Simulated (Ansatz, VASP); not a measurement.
## Two plane-wave programs on Ga

The input POSCAR:

```
Ga
1.0
   -1.4821567375      1.4821567375      2.0001198453
    1.4821567375     -1.4821567375      2.0001198453
    1.4821567375      1.4821567375     -2.0001198453
Ga
1
Direct
    0.0000000000      0.0000000000      0.0000000000
```

File INCAR.step1:

```
PREC = Accurate
ENCUT = 520
ISMEAR = 0
SIGMA = 0.15
LREAL = False
LASPH = True
NELM = 100
NBANDS = 12
GGA = PE
ALGO = Normal
EDIFF = 1E-4
LWAVE = True
LCHARG = False
```

Contents of INCAR.step2:

```
PREC = Accurate
ENCUT = 520
EDIFF = 1E-7
ISMEAR = 0
SIGMA = 0.15
LREAL = False
LASPH = True
NELM = 100
ALGO = Normal
ISIF = 2
LWAVE = False
LCHARG = False
METAGGA = R2SCAN
LMIXTAU = True
NBANDS = 12
ISTART = 1
```

KPOINTS

```
Automatic mesh
0
Gamma
  26 26 26
```

Input for Ansatz:

```yaml
crystal:
  lattice:
    - [-1.4821567375, 1.4821567375, 2.0001198453]
    - [1.4821567375, -1.4821567375, 2.0001198453]
    - [1.4821567375, 1.4821567375, -2.0001198453]
  atoms:
    - { symbol: Ga, position: [0.0, 0.0, 0.0] }
basis:
  ecutwfc: 500
kpoints:
  mp_grid: { grid: [26, 26, 26] }
hamiltonian:
  xc: r2scan
scf:
  occupations: { method: gaussian, width: 0.15 }
output:
  forces: true
  stress: true
  eigenvalues: true
```

Alike in both runs: task single point; functional r2SCAN; k mesh 26 × 26 × 26; occupations gaussian, width 0.15 eV; no spin polarisation.

|  | VASP | Ansatz |
| --- | --- | --- |
| version | VASP 6.6.1 | Ansatz 0.2.0 |
| potentials or method | VASP PAW PBE potentials, release 64 (Ga_d), cutoff 520 eV | scalar-relativistic, plane waves, PAW |
| valence electrons in the cell | 13 | 13 |

```tsv
	VASP	Ansatz	Ansatz less VASP
gap on the k mesh at the Fermi level (eV)	none	none	-
pressure (GPa)	0.9	0.9	-0.02
traceless stress, the component that is largest in VASP (GPa)	0.26	0.26	+0.007
```

VASP's potentials were made for PBE, not for r2SCAN. A gap of «none» marks a metal or a gap that the smearing closes.
